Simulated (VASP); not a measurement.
# Cs (P6_3/mmc) in VASP: single point with r2SCAN

Aim: the single point of Cs with r2SCAN.

Program: VASP 6.6.1. These are calculated values, not measurements. Logs are shortened: lines on timing, memory, paths and dates and some standing lists are left out, and cuts for length are marked.

### Step 1. The cell of the first run

Symmetry: P6_3/mmc, No. 194, hexagonal system. Conventional cell: a = 5.583 Å, b = 5.583 Å, c = 18.381 Å, α = 90.00°, β = 90.00°, γ = 120.00°.

This isn't the form of Cs at room conditions, which is bcc.

### Step 2. Single point, r2SCAN

POSCAR

```
Cs
1.0
    5.5827825016      0.0000000000      0.0000000000
   -2.7913912508      4.8348314702      0.0000000000
    0.0000000000      0.0000000000     18.3807939549
Cs
4
Direct
    0.0000000000      0.0000000000      1.0000000000
    0.0000000000      0.0000000000      0.5000000000
    0.3333333333      0.6666666667      0.2500000000
    0.6666666667      0.3333333333      0.7500000000
```

INCAR.step1

```
SYSTEM = Cs
ALGO     = Normal         ! electronic algorithm
EDIFF    = 1E-4           ! SCF threshold, eV
ENCUT    = 520            ! plane-wave cutoff, eV
GGA      = PE             ! functional
ISMEAR   = -1             ! smearing method
LASPH    = .True.         ! aspherical terms in the spheres
LCHARG   = .False.        ! write CHGCAR
LREAL    = .False.        ! projectors in reciprocal space
LWAVE    = .True.         ! write WAVECAR
NBANDS   = 26             ! bands
NELM     = 60             ! most SCF steps
PREC     = Accurate       ! precision mode
SIGMA    = 0.1            ! smearing width, eV
```

INCAR.step2

```
SYSTEM = Cs
ALGO     = Normal         ! electronic algorithm
EDIFF    = 1E-6           ! SCF threshold, eV
ENCUT    = 520            ! plane-wave cutoff, eV
ISIF     = 2              ! what is computed and relaxed
ISMEAR   = -1             ! smearing method
ISTART   = 1            
LASPH    = .True.         ! aspherical terms in the spheres
LCHARG   = .True.         ! write CHGCAR
LELF     = .True.         ! ELF
LMIXTAU  = .True.       
LREAL    = .False.        ! projectors in reciprocal space
LVHAR    = .True.       
LWAVE    = .False.        ! write WAVECAR
METAGGA  = R2SCAN         ! meta-GGA
NBANDS   = 26             ! bands
NELM     = 60             ! most SCF steps
PREC     = Accurate       ! precision mode
SIGMA    = 0.1            ! smearing width, eV
```

KPOINTS

```
k-points
0
Gamma
  9 9 3
  0 0 0
```

Potentials or basis: VASP PAW PBE potentials, release 64 (Cs_sv).

On the command line:

```console
> cat potpaw_PBE.64/Cs_sv/POTCAR > POTCAR
> cp INCAR.step1 INCAR
> mpirun -np 1 vasp_std > vasp.out
> cp INCAR.step2 INCAR
> mpirun -np 1 vasp_std > vasp.out
```

OUTCAR:

```text
SYSTEM = Cs
   EDIFF = 1E-6
   ENCUT = 520
   ISIF = 2
   ISMEAR = -1
   ISTART = 1
   LASPH = .True.
   LREAL = .False.
   METAGGA = R2SCAN
   NELM = 60
   PREC = Accurate

 ion  position               nearest neighbor table
   1  0.000  0.000  0.000-
   2  0.000  0.000  0.500-
   3  0.333  0.667  0.250-
   4  0.667  0.333  0.750-

  LATTYP: Found a hexagonal cell.
 ALAT       =     5.5827825016
 C/A-ratio  =     3.2924073165

  Lattice vectors:

 A1 = (   5.5827825016,   0.0000000000,   0.0000000000)
 A2 = (  -2.7913912508,   4.8348314702,   0.0000000000)
 A3 = (   0.0000000000,   0.0000000000,  18.3807939549)

Analysis of symmetry for initial positions (statically):
=====================================================================
 Subroutine PRICEL returns:
 Original cell was already a primitive cell.

 Routine SETGRP: Setting up the symmetry group for a
 hexagonal supercell.

 Subroutine GETGRP returns: Found 24 space group operations
 (whereof 12 operations were pure point group operations)
 out of a pool of 24 trial point group operations.

The static configuration has the point symmetry D_3d.
 The point group associated with its full space group is D_6h.

Analysis of symmetry for dynamics (positions and initial velocities):
=====================================================================
 Subroutine PRICEL returns:
 Original cell was already a primitive cell.

 Routine SETGRP: Setting up the symmetry group for a
 hexagonal supercell.

 Subroutine GETGRP returns: Found 24 space group operations
 (whereof 12 operations were pure point group operations)
 out of a pool of 24 trial point group operations.

The dynamic configuration has the point symmetry D_3d.
 The point group associated with its full space group is D_6h.

 Subroutine INISYM returns: Found 24 space group operations
 (whereof 12 operations are pure point group operations),
 and found     1 'primitive' translations

----------------------------------------------------------------------------------------

                                     Primitive cell

  volume of cell :     496.1309

  direct lattice vectors                    reciprocal lattice vectors
     5.582782502  0.000000000  0.000000000     0.179122149  0.103416221  0.000000000
    -2.791391251  4.834831470  0.000000000     0.000000000  0.206832442  0.000000000
     0.000000000  0.000000000 18.380793955     0.000000000  0.000000000  0.054404614

  length of vectors
     5.582782502  5.582782502 18.380793955     0.206832442  0.206832442  0.054404614

  position of ions in fractional coordinates (direct lattice)
     0.000000000  0.000000000  0.000000000
     0.000000000  0.000000000  0.500000000
     0.333333333  0.666666667  0.250000000
     0.666666667  0.333333333  0.750000000

  ion indices of the primitive-cell ions
   primitive index   ion index
                 1           1
                 2           2
                 3           3
                 4           4

----------------------------------------------------------------------------------------

 KPOINTS: k-points

Automatic generation of k-mesh.
 Grid dimensions read from file:
 generate k-points for:    9    9    3

 Generating k-lattice:

  Cartesian coordinates                     Fractional coordinates (reciprocal lattice)
     0.019902461  0.011490691  0.000000000     0.111111111  0.000000000  0.000000000
     0.000000000  0.022981382  0.000000000     0.000000000  0.111111111  0.000000000
     0.000000000  0.000000000  0.018134871     0.000000000  0.000000000  0.333333333

  Length of vectors
     0.022981382  0.022981382  0.018134871

  Shift w.r.t. Gamma in fractional coordinates (k-lattice)
     0.000000000  0.000000000  0.000000000

 Subroutine IBZKPT returns following result:
 ===========================================

 Found     24 irreducible k-points:

 Following reciprocal coordinates:
            Coordinates               Weight
  0.000000  0.000000  0.000000      1.000000
  0.111111 -0.000000  0.000000      6.000000
  0.222222 -0.000000  0.000000      6.000000
  0.333333  0.000000  0.000000      6.000000
  0.444444 -0.000000  0.000000      6.000000
  0.111111  0.111111  0.000000      6.000000
[... 16 lines left out ...]
  0.333333  0.222222  0.333333     24.000000
  0.333333  0.333333  0.333333      4.000000
   k-points           NKPTS =     24   k-points in BZ     NKDIM =     24   number of bands    NBANDS=     26
   number of dos      NEDOS =    301   number of ions     NIONS =      4
   total plane-waves  NPLWV = 246960
   dimension x,y,z NGX =    42 NGY =   42 NGZ =  140
   dimension x,y,z NGXF=    84 NGYF=   84 NGZF=  280
   ions per type =               4
   NGX,Y,Z   is equivalent  to a cutoff of  12.51, 12.51, 12.66 a.u.
   NGXF,Y,Z  is equivalent  to a cutoff of  25.01, 25.01, 25.32 a.u.
 SYSTEM =  Cs
   PREC   = accura    normal or accurate (medium, high low for compatibility)
   ISTART =      1    job   : 0-new  1-cont  2-samecut
   ICHARG =      0    charge: 1-file 2-atom 10-const
   ISPIN  =      1    spin polarized calculation?
   LNONCOLLINEAR =      F non collinear calculations
   LSORBIT =      F    spin-orbit coupling
   LASPH  =      T    aspherical Exc in radial PAW
   ENCUT  =  520.0 eV  38.22 Ry    6.18 a.u.  10.38 10.38 34.18*2*pi/ulx,y,z
   NELM   =     60;   NELMIN=  2; NELMDL=  0     # of ELM steps
   EDIFF  = 0.1E-05   stopping-criterion for ELM
   LREAL  =      F    real-space projection
   EDIFFG = 0.1E-04   stopping-criterion for IOM
   NSW    =      0    number of steps for IOM
   IBRION =     -1    ionic relax: 0-MD 1-quasi-New 2-CG
   NFREE  =      0    steps in history (QN), initial steepest desc. (CG)
   ISIF   =      2    stress and relaxation
   ISYM   =      2    0-nonsym 1-usesym 2-fastsym
   POTIM  = 0.5000    time-step for ionic-motion
   TEBEG  =    0.0;   TEEND  =   0.0 temperature during run
   PSTRESS=    0.0 pullay stress
   NELECT =      36.0000    total number of electrons
   NUPDOWN=      -1.0000    fix difference up-down
   EMIN   =  10.00;   EMAX   =-10.00  energy-range for DOS
   EFERMI =   0.00;   METHOD = LEGACY
   ISMEAR =    -1;   SIGMA  =   0.10  broadening in eV -4-tet -1-fermi 0-gaus
   EFERMI_NEDOS =   21; number of points for ismear=-14 and -15
   IALGO  =     38    algorithm
   IMIX   =      4    mixing-type and parameters
     AMIX     =   0.40;   BMIX     =  1.00
     AMIX_MAG =   1.60;   BMIX_MAG =  1.00
  volume/ion in A,a.u.               =     124.03       837.01
  Fermi-wavevector in a.u.,A,eV,Ry     =   0.682826  1.290355  6.343740  0.466252
  Thomas-Fermi vector in A             =   1.762013
   LORBIT       =      0    0 simple, 1 ext, 2 COOP (PROOUT), +10 PAW based schemes
   METAGGA = R2SCAN    functional components
   LHFCALC =     F    Hartree Fock is set to
   AEXX    =    0.0000 exact exchange contribution
   IVDW    =     0    specifies the selected vdW correction
   LEPSILON=     F    determine dielectric tensor
   LRPA    =     F    only Hartree local field effects (RPA)
 non-spin polarized calculation
  energy-cutoff  :      520.00
  volume of cell :      496.13
 maximum number of plane-waves:     13395
 NGX is ok and might be reduce to    42
   NGX = 21   NGY = 21   NGZ = 69

 number of electron      35.9999998 magnetization

 Free energy of the ion-electron system (eV)
  ---------------------------------------------------
  ext. energy  EPLUGINS =         0.00000000
  ---------------------------------------------------
  free energy    TOTEN  =      -100.14390065 eV

  energy without entropy =      -99.99326570  energy(sigma->0) =     -100.06858317

 E-fermi :   0.3613     XC(G=0):  -5.4434

 val. band max:        0.3364085386   @ k =   0.4444  -0.0000   0.3333
 cond. band min:       0.3690349425   @ k =   0.3333   0.1111   0.0000
 fundamental gap:      0.0326264039
 Fermi energy:         0.3613116499

 k-point     1 :       0.0000    0.0000    0.0000
  band No.  band energies     occupation
      1     -24.4735      2.00000
      2     -24.4715      2.00000
      3     -24.4710      2.00000
      4     -24.4690      2.00000
      5     -10.9561      2.00000
      6     -10.9045      2.00000
[... 18 lines left out ...]
     25       2.9346      0.00000
     26       3.0081      0.00000

 k-point     2 :       0.1111   -0.0000    0.0000
  band No.  band energies     occupation
      1     -24.4730      2.00000
      2     -24.4712      2.00000
      3     -24.4706      2.00000
      4     -24.4687      2.00000
      5     -10.9519      2.00000
      6     -10.9057      2.00000
[... 18 lines left out ...]
     25       2.7423      0.00000
     26       2.7680      0.00000

 k-point     3 :       0.2222   -0.0000    0.0000
  band No.  band energies     occupation
      1     -24.4717      2.00000
      2     -24.4702      2.00000
      3     -24.4696      2.00000
      4     -24.4681      2.00000
      5     -10.9405      2.00000
      6     -10.9151      2.00000
[... 18 lines left out ...]
     25       2.2514      0.00000
     26       2.2929      0.00000

 k-point     4 :       0.3333    0.0000    0.0000
  band No.  band energies     occupation
      1     -24.4702      2.00000
      2     -24.4691      2.00000
      3     -24.4685      2.00000
      4     -24.4675      2.00000
      5     -10.9380      2.00000
      6     -10.9379      2.00000
[... 18 lines left out ...]
     25       2.0031      0.00000
     26       2.0587      0.00000

 k-point     5 :       0.4444   -0.0000    0.0000
  band No.  band energies     occupation
      1     -24.4690      2.00000
      2     -24.4684      2.00000
      3     -24.4678      2.00000
      4     -24.4672      2.00000
      5     -10.9552      2.00000
      6     -10.9527      2.00000
[... 18 lines left out ...]
     25       1.9261      0.00000
     26       1.9982      0.00000

 k-point     6 :       0.1111    0.1111    0.0000
  band No.  band energies     occupation
      1     -24.4721      2.00000
      2     -24.4705      2.00000
      3     -24.4699      2.00000
      4     -24.4683      2.00000
      5     -10.9439      2.00000
      6     -10.9107      2.00000
[... 427 lines left out ...]
 k-point    21 :       0.4444    0.1111    0.3333
  band No.  band energies     occupation
      1     -24.4685      2.00000
      2     -24.4684      2.00000
      3     -24.4675      2.00000
      4     -24.4673      2.00000
      5     -10.9517      2.00000
      6     -10.9495      2.00000
[... 18 lines left out ...]
     25       1.8426      0.00000
     26       1.8426      0.00000

 k-point    22 :       0.2222    0.2222    0.3333
  band No.  band energies     occupation
      1     -24.4693      2.00000
      2     -24.4689      2.00000
      3     -24.4678      2.00000
      4     -24.4674      2.00000
      5     -10.9364      2.00000
      6     -10.9328      2.00000
[... 18 lines left out ...]
     25       1.9019      0.00000
     26       2.0650      0.00000

 k-point    23 :       0.3333    0.2222    0.3333
  band No.  band energies     occupation
      1     -24.4683      2.00000
      2     -24.4682      2.00000
      3     -24.4674      2.00000
      4     -24.4673      2.00000
      5     -10.9415      2.00000
      6     -10.9399      2.00000
[... 18 lines left out ...]
     25       1.7152      0.00000
     26       1.8696      0.00000

 k-point    24 :       0.3333    0.3333    0.3333
  band No.  band energies     occupation
      1     -24.4679      2.00000
      2     -24.4679      2.00000
      3     -24.4673      2.00000
      4     -24.4673      2.00000
      5     -10.9323      2.00000
      6     -10.9323      2.00000
[... 18 lines left out ...]
     25       1.6906      0.00000
     26       1.7536      0.00000

------------------------ aborting loop because EDIFF is reached ----------------------------------------

  FORCE on cell =-STRESS in cart. coord.  units (eV):
  Direction    XX          YY          ZZ          XY          YZ          ZX
  --------------------------------------------------------------------------------------
  -------------------------------------------------------------------------------------
  Total        0.0068427      0.0068427     -0.0225636      0.0000000      0.0000000      0.0000000
  in kB        0.0220973      0.0220973     -0.0728656      0.0000000      0.0000000      0.0000000
  external PRESSURE =      -0.0095570 kB  Pullay stress =       0.0000000 kB

 VOLUME and BASIS-vectors are now :
 -----------------------------------------------------------------------------
  energy-cutoff  :      520.00
  volume of cell :      496.13
      direct lattice vectors                 reciprocal lattice vectors
     5.582782502  0.000000000  0.000000000     0.179122149  0.103416221  0.000000000
    -2.791391251  4.834831470  0.000000000     0.000000000  0.206832442  0.000000000
     0.000000000  0.000000000 18.380793955     0.000000000  0.000000000  0.054404614

 POSITION                                       TOTAL-FORCE (eV/Angst)
 -----------------------------------------------------------------------------------
      0.00000      0.00000      0.00000         0.000000      0.000000     -0.000000
      0.00000      0.00000      9.19040         0.000000      0.000000     -0.000000
     -0.00000      3.22322      4.59520         0.000000     -0.000000     -0.000000
      2.79139      1.61161     13.78560        -0.000000      0.000000      0.000000
 -----------------------------------------------------------------------------------
    total drift:                                0.000000      0.000000      0.000000

  FREE ENERGIE OF THE ION-ELECTRON SYSTEM (eV)
  ---------------------------------------------------
  free  energy   TOTEN  =      -100.1439006451 eV

  energy  without entropy=      -99.9932656998  energy(sigma->0) =     -100.06858317
```

It took 17 min on 1 thread of Intel Xeon Platinum 8488C (Sapphire Rapids), shared host; peak memory 0.72 GiB.

What came out:

- Free energy: -100.1439 eV
- Pressure: 0.0 GPa
- Band gap on the k mesh: zero (bands 18 and 19 overlap by 1.73 eV)

Levels at points of the mesh, in eV from the Fermi level:
```csv
k point,band 16,band 17,band 18,band 19,band 20,band 21
"(0.00, 0.00, 0.00)",-11.21,-1.71,-1.11,-1.11,0.06,0.58
```

Caveat: the PAW data sets were made with another functional, which shifts forces and pressure a little; spin-orbit coupling is left out, which moves the levels of the heavy elements.

The gap in the log of VASP goes by the Fermi energy; the results here count the filled bands.